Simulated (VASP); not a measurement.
# Bi3Mo (Fd-3m) in VASP: single point with PBE

Aim: the single point of Bi3Mo with PBE.

Everything below comes from runs of VASP 6.6.1. Logs are shortened: lines on timing, memory, paths and dates and some standing lists are left out, and cuts for length are marked.

### 1 The cell of the first run

It takes space group Fd-3m (No. 227, cubic). The conventional cell has a = 10.261 Å, b = 10.261 Å, c = 10.261 Å, α = 90.00°, β = 90.00°, γ = 90.00°. Within 2.9 Å of Bi (site symmetry -3m) lie 2 Bi at 2.22 Å. Within 2.9 Å of Bi (site symmetry -43m) lie 4 Bi at 2.22 Å. Mo (site symmetry -43m) has 22 Bi at 4.25 to 5.13 Å and 4 Mo at 4.44 Å within 5.6 Å.

### 2 Single point, PBE

The input, INCAR:

```
  PREC = Accurate
  ENCUT = 520
  EDIFF = 1E-6
  ISMEAR = 0
  SIGMA = 0.1
  LREAL = F
  LASPH = T
  NELM = 80
  ALGO = Fast
  ISIF = 2
  LWAVE = F
  LCHARG = F
  GGA = PE
  NBANDS = 69
```

The input, KPOINTS:

```
Automatic mesh
0
Gamma
  4 4 4
```

The input, POSCAR:

```
Bi3Mo
1.0
    0.0000000000      5.1306010900      5.1306010900
    5.1306010900      0.0000000000      5.1306010900
    5.1306010900      5.1306010900      0.0000000000
Bi Mo
6 2
Direct
    0.1250000000      0.1250000000      0.1250000000
    0.1250000000      0.1250000000      0.6250000000
    0.1250000000      0.6250000000      0.1250000000
    0.6250000000      0.1250000000      0.1250000000
    0.0000000000      0.0000000000      0.0000000000
    0.2500000000      0.2500000000      0.2500000000
    0.7500000000      0.7500000000      0.7500000000
    0.5000000000      0.5000000000      0.5000000000
```

Potentials or basis: VASP PAW PBE potentials, release 64 (Bi_d, Mo_sv).

The run is started by

```console
> cat potpaw_PBE.64/Bi_d/POTCAR potpaw_PBE.64/Mo_sv/POTCAR > POTCAR
> mpirun -np 1 vasp_std > vasp.out
```

OUTCAR:

```text
PREC = Accurate
   ENCUT = 520
   EDIFF = 1E-6
   ISMEAR = 0
   LREAL = F
   LASPH = T
   NELM = 80
   ISIF = 2
   GGA = PE

 ion  position               nearest neighbor table
   1  0.125  0.125  0.125-   5 2.22   6 2.22   4 3.63   2 3.63   3 3.63   2 3.63   3 3.63   4 3.63

   2  0.125  0.125  0.625-   5 2.22   6 2.22   1 3.63   1 3.63   3 3.63   4 3.63   3 3.63   4 3.63

   3  0.125  0.625  0.125-   5 2.22   6 2.22   1 3.63   2 3.63   1 3.63   2 3.63   4 3.63   4 3.63

   4  0.625  0.125  0.125-   5 2.22   6 2.22   1 3.63   2 3.63   3 3.63   1 3.63   2 3.63   3 3.63

   5  0.000  0.000  0.000-   1 2.22   2 2.22   3 2.22   4 2.22
   6  0.250  0.250  0.250-   1 2.22   2 2.22   3 2.22   4 2.22
   7  0.750  0.750  0.750-
   8  0.500  0.500  0.500-

  LATTYP: Found a face centered cubic cell.
 ALAT       =    10.2612021800

  Lattice vectors:

 A1 = (   0.0000000000,   5.1306010900,   5.1306010900)
 A2 = (   5.1306010900,   0.0000000000,   5.1306010900)
 A3 = (   5.1306010900,   5.1306010900,   0.0000000000)

Analysis of symmetry for initial positions (statically):
=====================================================================
 Subroutine PRICEL returns:
 Original cell was already a primitive cell.

 Routine SETGRP: Setting up the symmetry group for a
 face centered cubic supercell.

 Subroutine GETGRP returns: Found 48 space group operations
 (whereof 24 operations were pure point group operations)
 out of a pool of 48 trial point group operations.

The static configuration has the point symmetry T_d .
 The point group associated with its full space group is O_h .

Analysis of symmetry for dynamics (positions and initial velocities):
=====================================================================
 Subroutine PRICEL returns:
 Original cell was already a primitive cell.

 Routine SETGRP: Setting up the symmetry group for a
 face centered cubic supercell.

 Subroutine GETGRP returns: Found 48 space group operations
 (whereof 24 operations were pure point group operations)
 out of a pool of 48 trial point group operations.

The dynamic configuration has the point symmetry T_d .
 The point group associated with its full space group is O_h .

 Subroutine INISYM returns: Found 48 space group operations
 (whereof 24 operations are pure point group operations),
 and found     1 'primitive' translations

----------------------------------------------------------------------------------------

                                     Primitive cell

  volume of cell :     270.1063

  direct lattice vectors                    reciprocal lattice vectors
     0.000000000  5.130601090  5.130601090    -0.097454468  0.097454468  0.097454468
     5.130601090  0.000000000  5.130601090     0.097454468 -0.097454468  0.097454468
     5.130601090  5.130601090  0.000000000     0.097454468  0.097454468 -0.097454468

  length of vectors
     7.255765645  7.255765645  7.255765645     0.168796090  0.168796090  0.168796090

  position of ions in fractional coordinates (direct lattice)
     0.125000000  0.125000000  0.125000000
     0.125000000  0.125000000  0.625000000
     0.125000000  0.625000000  0.125000000
     0.625000000  0.125000000  0.125000000
     0.000000000  0.000000000  0.000000000
     0.250000000  0.250000000  0.250000000
     0.750000000  0.750000000  0.750000000
     0.500000000  0.500000000  0.500000000

  ion indices of the primitive-cell ions
   primitive index   ion index
                 1           1
                 2           2
                 3           3
                 4           4
                 5           5
                 6           6
                 7           7
                 8           8

----------------------------------------------------------------------------------------

 KPOINTS: Automatic mesh

Automatic generation of k-mesh.
 Grid dimensions read from file:
 generate k-points for:    4    4    4

 Generating k-lattice:

  Cartesian coordinates                     Fractional coordinates (reciprocal lattice)
    -0.024363617  0.024363617  0.024363617     0.250000000  0.000000000  0.000000000
     0.024363617 -0.024363617  0.024363617     0.000000000  0.250000000  0.000000000
     0.024363617  0.024363617 -0.024363617     0.000000000  0.000000000  0.250000000

  Length of vectors
     0.042199023  0.042199023  0.042199023

  Shift w.r.t. Gamma in fractional coordinates (k-lattice)
     0.000000000  0.000000000  0.000000000

 Subroutine IBZKPT returns following result:
 ===========================================

 Found      8 irreducible k-points:

 Following reciprocal coordinates:
            Coordinates               Weight
  0.000000  0.000000  0.000000      1.000000
  0.250000  0.000000  0.000000      8.000000
  0.500000  0.000000  0.000000      4.000000
  0.250000  0.250000  0.000000      6.000000
  0.500000  0.250000  0.000000     24.000000
 -0.250000  0.250000  0.000000     12.000000
  0.500000  0.500000  0.000000      3.000000
 -0.250000  0.500000  0.250000      6.000000
   k-points           NKPTS =      8   k-points in BZ     NKDIM =      8   number of bands    NBANDS=     69
   number of dos      NEDOS =    301   number of ions     NIONS =      8
   total plane-waves  NPLWV = 157464
   dimension x,y,z NGX =    54 NGY =   54 NGZ =   54
   dimension x,y,z NGXF=   108 NGYF=  108 NGZF=  108
   ions per type =               6   2
   NGX,Y,Z   is equivalent  to a cutoff of  12.37, 12.37, 12.37 a.u.
   NGXF,Y,Z  is equivalent  to a cutoff of  24.75, 24.75, 24.75 a.u.
 SYSTEM =  unknown system
   PREC   = accura    normal or accurate (medium, high low for compatibility)
   ISTART =      0    job   : 0-new  1-cont  2-samecut
   ICHARG =      2    charge: 1-file 2-atom 10-const
   ISPIN  =      1    spin polarized calculation?
   LNONCOLLINEAR =      F non collinear calculations
   LSORBIT =      F    spin-orbit coupling
   LASPH  =      T    aspherical Exc in radial PAW
   ENCUT  =  520.0 eV  38.22 Ry    6.18 a.u.  13.49 13.49 13.49*2*pi/ulx,y,z
   NELM   =     80;   NELMIN=  2; NELMDL= -5     # of ELM steps
   EDIFF  = 0.1E-05   stopping-criterion for ELM
   LREAL  =      F    real-space projection
   EDIFFG = 0.1E-04   stopping-criterion for IOM
   NSW    =      0    number of steps for IOM
   IBRION =     -1    ionic relax: 0-MD 1-quasi-New 2-CG
   NFREE  =      0    steps in history (QN), initial steepest desc. (CG)
   ISIF   =      2    stress and relaxation
   ISYM   =      2    0-nonsym 1-usesym 2-fastsym
   POTIM  = 0.5000    time-step for ionic-motion
   TEBEG  =    0.0;   TEEND  =   0.0 temperature during run
   PSTRESS=    0.0 pullay stress
   NELECT =     118.0000    total number of electrons
   NUPDOWN=      -1.0000    fix difference up-down
   EMIN   =  10.00;   EMAX   =-10.00  energy-range for DOS
   EFERMI =   0.00;   METHOD = LEGACY
   ISMEAR =     0;   SIGMA  =   0.10  broadening in eV -4-tet -1-fermi 0-gaus
   EFERMI_NEDOS =   21; number of points for ismear=-14 and -15
   IALGO  =     68    algorithm
   IMIX   =      4    mixing-type and parameters
     AMIX     =   0.40;   BMIX     =  1.00
     AMIX_MAG =   1.60;   BMIX_MAG =  1.00
  volume/ion in A,a.u.               =      33.76       227.85
  Fermi-wavevector in a.u.,A,eV,Ry     =   1.242197  2.347413 20.994526  1.543054
  Thomas-Fermi vector in A             =   2.376562
   LORBIT       =      0    0 simple, 1 ext, 2 COOP (PROOUT), +10 PAW based schemes
   GGA     = PE    functional components
   LHFCALC =     F    Hartree Fock is set to
   AEXX    =    0.0000 exact exchange contribution
   IVDW    =     0    specifies the selected vdW correction
   LEPSILON=     F    determine dielectric tensor
   LRPA    =     F    only Hartree local field effects (RPA)
 non-spin polarized calculation
 RMM-DIIS sequential band-by-band and
 Gauss-broadening in eV      SIGMA  =   0.10
  energy-cutoff  :      520.00
  volume of cell :      270.11
 maximum number of plane-waves:      7391
 NGX is ok and might be reduce to    54
   NGX = 27   NGY = 27   NGZ = 27

 number of electron     118.0000001 magnetization

 Free energy of the ion-electron system (eV)
  ---------------------------------------------------
  ext. energy  EPLUGINS =         0.00000000
  ---------------------------------------------------
  free energy    TOTEN  =        11.56154737 eV

  energy without entropy =       11.69856990  energy(sigma->0) =       11.63005864

 E-fermi :   6.3830     XC(G=0):  -9.3567

 val. band max:        6.3697151067   @ k =  -0.2500   0.2500   0.0000
 cond. band min:       6.3836127369   @ k =   0.5000   0.0000   0.0000
 fundamental gap:      0.0138976302
 Fermi energy:         6.3829773149

 k-point     1 :       0.0000    0.0000    0.0000
  band No.  band energies     occupation
      1     -54.6543      2.00000
      2     -54.6542      2.00000
      3     -28.7235      2.00000
      4     -28.7235      2.00000
      5     -28.7235      2.00000
      6     -28.7217      2.00000
[... 61 lines left out ...]
     68       7.3053      0.00000
     69       7.4732      0.00000

 k-point     2 :       0.2500    0.0000    0.0000
  band No.  band energies     occupation
      1     -54.6543      2.00000
      2     -54.6542      2.00000
      3     -28.7236      2.00000
      4     -28.7236      2.00000
      5     -28.7234      2.00000
      6     -28.7218      2.00000
[... 61 lines left out ...]
     68       8.3574      0.00000
     69       8.3575      0.00000

 k-point     3 :       0.5000    0.0000    0.0000
  band No.  band energies     occupation
      1     -54.6543      2.00000
      2     -54.6542      2.00000
      3     -28.7237      2.00000
      4     -28.7237      2.00000
      5     -28.7233      2.00000
      6     -28.7219      2.00000
[... 349 lines left out ...]
     68       8.1719      0.00000
     69       8.8681      0.00000

 k-point     8 :      -0.2500    0.5000    0.2500
  band No.  band energies     occupation
      1     -54.6542      2.00000
      2     -54.6542      2.00000
      3     -28.7238      2.00000
      4     -28.7238      2.00000
      5     -28.7226      2.00000
      6     -28.7226      2.00000
[... 61 lines left out ...]
     68       7.5320      0.00000
     69       9.6662      0.00000

------------------------ aborting loop because EDIFF is reached ----------------------------------------

  FORCE on cell =-STRESS in cart. coord.  units (eV):
  Direction    XX          YY          ZZ          XY          YZ          ZX
  --------------------------------------------------------------------------------------
  -------------------------------------------------------------------------------------
  Total      100.6076021    100.6076021    100.6076021      0.0000000     -0.0000000     -0.0000000
  in kB      596.7695258    596.7695258    596.7695258      0.0000000     -0.0000000     -0.0000000
  external PRESSURE =     596.7695258 kB  Pullay stress =       0.0000000 kB

 VOLUME and BASIS-vectors are now :
 -----------------------------------------------------------------------------
  energy-cutoff  :      520.00
  volume of cell :      270.11
      direct lattice vectors                 reciprocal lattice vectors
     0.000000000  5.130601090  5.130601090    -0.097454468  0.097454468  0.097454468
     5.130601090  0.000000000  5.130601090     0.097454468 -0.097454468  0.097454468
     5.130601090  5.130601090  0.000000000     0.097454468  0.097454468 -0.097454468

 POSITION                                       TOTAL-FORCE (eV/Angst)
 -----------------------------------------------------------------------------------
      1.28265      1.28265      1.28265        -0.000000     -0.000000      0.000000
      3.84795      3.84795      1.28265        -0.000000     -0.000000      0.000000
      3.84795      1.28265      3.84795        -0.000000     -0.000000      0.000000
      1.28265      3.84795      3.84795        -0.000000     -0.000000      0.000000
      0.00000      0.00000      0.00000         0.000000      0.000000      0.000000
      2.56530      2.56530      2.56530        -0.000000     -0.000000     -0.000000
      7.69590      7.69590      7.69590         0.000000     -0.000000      0.000000
      5.13060      5.13060      5.13060        -0.000000     -0.000000     -0.000000
 -----------------------------------------------------------------------------------
    total drift:                                0.000000      0.000000     -0.000000

  FREE ENERGIE OF THE ION-ELECTRON SYSTEM (eV)
  ---------------------------------------------------
  free  energy   TOTEN  =        11.5615473718 eV

  energy  without entropy=       11.6985698996  energy(sigma->0) =       11.63005864
```

Run time: 9.7 min. Hardware: 1 thread of Oxide Virtual Turin-like, shared host; peak memory 0.43 GiB.

What came out:

```yaml
Free_energy: 11.5615 eV
Pressure: 59.7 GPa
Band_gap_on_the_k_mesh: zero (band 59 reaches 6.64 eV, above the bottom of band 60 at 6.22 eV)
```

Levels at points of the mesh, in eV from the Fermi level:
```
           k point  band 56  band 57  band 58  band 59  band 60  band 61
(0.00, 0.00, 0.00)    -0.33     0.07     0.07     0.26     0.27     0.43
(0.50, 0.00, 0.00)    -0.54    -0.22    -0.22     0.00     0.00     0.19
(0.50, 0.50, 0.00)    -0.38    -0.27    -0.27    -0.16    -0.16     0.24
```

Caveat: spin-orbit coupling is left out, which moves the levels of the heavy elements.
